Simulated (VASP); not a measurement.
Runs of VASP 6.6.1 on Al2C3. The structure is that of space group P6/mmm (No. 191), or close to it. The cells are those of the table. 

```csv
task,potentials or basis,cell,cutoff (eV),second run,gap on the mesh (eV),pressure (GPa),relaxed volume (Å³/atom),largest force (eV/Å)
relaxation of cell and atoms,"VASP PAW PBE potentials, release 64 (Al, C_h)","relaxed from a = 4.338, b = 4.338, c = 4.777 Å, angles 90.0, 90.0, 120.0°, 5 atoms",910,hard_potentials,none,0.2,11.51,0.04
relaxation of cell and atoms,"VASP PAW PBE potentials, release 64 (Al, C)","relaxed from a = 4.338, b = 4.338, c = 4.777 Å, angles 90.0, 90.0, 120.0°, 5 atoms",600,-,none,0.1,(b),0.02
single point,"VASP PAW PBE potentials, release 64 (Al, C)","a = 4.338, b = 4.338, c = 4.777 Å, angles 90.0, 90.0, 120.0°, 5 atoms",520,-,none,-10.3,-,(a)
single point,"VASP PAW PBE potentials, release 64 (Al, C)","a = 3.640, b = 3.640, c = 5.214 Å, angles 90.0, 90.0, 120.0°, 5 atoms",520,-,none,-0.2,-,0.03
```

Alike in all rows: level PBE; no spin polarisation; k mesh 6 × 6 × 4; smearing gaussian 0.1 eV.

Q: Estimate the missing entries.

A: (a) 1.82; (b) 11.53.

Caveats: the volume moved by over 15 % at a fixed basis, so the end points are rough (some runs); the cutoff is under 1.25 times the usual one of these potentials, so pressure, stress and relaxed cells hold a basis-set (Pulay) error (some runs); forces of over 1 eV/Å act on the atoms, so gaps and moduli don't describe the material at rest (some runs).

A gap of «none» marks levels without a gap at the run's occupations.
